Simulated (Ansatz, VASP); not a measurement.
# One calculation of AlN, two programs

The input INCAR:

```
  ALGO = Normal
  EDIFF = 1E-6
  EDIFFG = -0.01
  ENCUT = 600
  GGA = PE
  IBRION = 2
  ISIF = 3
  ISMEAR = -1
  IVDW = 12
  LASPH = True
  LCHARG = False
  LREAL = False
  LWAVE = False
  NELM = 60
  NSW = 60
  PREC = Accurate
  SIGMA = 0.05
```

Contents of KPOINTS:

```
k-points
0
Gamma
  10 10 10
```

File POSCAR:

```
AlN
1.0
    0.0000000000      2.1839935596      2.1839935596
    2.1839935596      0.0000000000      2.1839935596
    2.1839935596      2.1839935596      0.0000000000
Al N
1 1
Direct
    0.0000000000      0.0000000000      0.0000000000
    0.2500000000      0.2500000000      0.2500000000
```

input.yaml

```yaml
crystal:
  lattice:
    - [0.0, 2.1839935596, 2.1839935596]
    - [2.1839935596, 0.0, 2.1839935596]
    - [2.1839935596, 2.1839935596, 0.0]
  atoms:
    - { symbol: Al, position: [0.0, 0.0, 0.0] }
    - { symbol: "N", position: [0.25, 0.25, 0.25] }
hamiltonian:
  xc: pbe
  pseudopotentials: { kind: paw }
  dispersion: d3bj
kpoints:
  mp_grid: { grid: [10, 10, 10] }
scf:
  occupations: { method: fermi_dirac, width: 0.05 }
output:
  forces: true
  stress: true
relax:
  f_tol: 0.01
  max_steps: 40
  cell: { stress_tol: 0.05 }
```

Alike in both runs: task relaxation of cell and atoms; functional PBE; dispersion D3(BJ); k mesh 10 × 10 × 10; occupations fermi-dirac, width 0.05 eV; no spin polarisation.

```csv
,VASP,Ansatz
version,VASP 6.6.1,Ansatz 0.2.0
potentials or method,"VASP PAW PBE potentials, release 64 (Al, N)",Ansatz PAW
plane-wave cutoff (eV),600,420
valence electrons in the cell,8,8
```

|  | VASP | Ansatz | Ansatz less VASP |
| --- | --- | --- | --- |
| relaxed volume (Å³/atom) | 10.43 | 10.45 | +0.019 |
| relaxed cell length with the largest relative difference (Å) | 3.090 | 3.092 | +0.0019 |

Noted on Ansatz's run: the plane-wave basis is chosen anew once the cell has moved, so the energies of steps on either side of that aren't comparable.
